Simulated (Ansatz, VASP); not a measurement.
C: VASP beside Ansatz

INCAR

```
PREC = Accurate
ENCUT = 520
EDIFF = 1E-6
ISMEAR = 0
SIGMA = 0.05
LREAL = False
LASPH = True
NELM = 60
ALGO = Normal
ISIF = 2
LWAVE = False
LCHARG = False
GGA = CA
NBANDS = 26
```

File KPOINTS:

```
Automatic mesh
0
Gamma
  6 6 6
```

Contents of POSCAR:

```
C
1.0
    3.5668000000      0.0000000000      0.0000000000
    0.0000000000     -3.5668000000      0.0000000000
    0.0000000000      0.0000000000     -3.5668000000
C
8
Direct
    0.5000000000      0.0000000000      0.0000000000
    0.0000000000      0.5000000000      0.0000000000
    0.0000000000      0.0000000000      0.5000000000
    0.5000000000      0.5000000000      0.5000000000
    0.7500000000      0.7500000000      0.7500000000
    0.2500000000      0.2500000000      0.7500000000
    0.2500000000      0.7500000000      0.2500000000
    0.7500000000      0.2500000000      0.2500000000
```

Input for Ansatz:

```yaml
crystal:
  lattice:
    - [3.5668, 0.0, 0.0]
    - [0.0, -3.5668, 0.0]
    - [0.0, 0.0, -3.5668]
  atoms:
    - { symbol: C, position: [0.5, 0.0, 0.0] }
    - { symbol: C, position: [0.0, 0.5, 0.0] }
    - { symbol: C, position: [0.0, 0.0, 0.5] }
    - { symbol: C, position: [0.5, 0.5, 0.5] }
    - { symbol: C, position: [0.75, 0.75, 0.75] }
    - { symbol: C, position: [0.25, 0.25, 0.75] }
    - { symbol: C, position: [0.25, 0.75, 0.25] }
    - { symbol: C, position: [0.75, 0.25, 0.25] }
basis:
  ecutwfc: 420
kpoints:
  mp_grid: { grid: [6, 6, 6] }
hamiltonian:
  xc: lda
scf:
  occupations: { method: gaussian, width: 0.05 }
output:
  forces: true
  stress: true
  eigenvalues: true
```

Alike in both runs: task single point; functional LDA; k mesh 6 × 6 × 6; occupations gaussian, width 0.05 eV; no spin polarisation.

```csv
,VASP,Ansatz
version,VASP 6.6.1,Ansatz 0.2.0
potentials or method,"VASP PAW LDA potentials, release 64 (C), cutoff 520 eV","scalar-relativistic, plane waves, PAW"
valence electrons in the cell,32,32
```

Ansatz gave:

```
gap on the k mesh at the Fermi level (eV) : 4.13
least direct gap on the mesh (eV)         : 4.71
pressure (GPa)                            : -13.1
```

**Question.** Which values does VASP return?

**Answer.** gap on the k mesh at the Fermi level (eV): 4.12; least direct gap on the mesh (eV): 4.71; pressure (GPa): -11.7.

LDA's correlation is that of Perdew and Zunger in VASP and of Perdew and Wang (1992) in Ansatz.
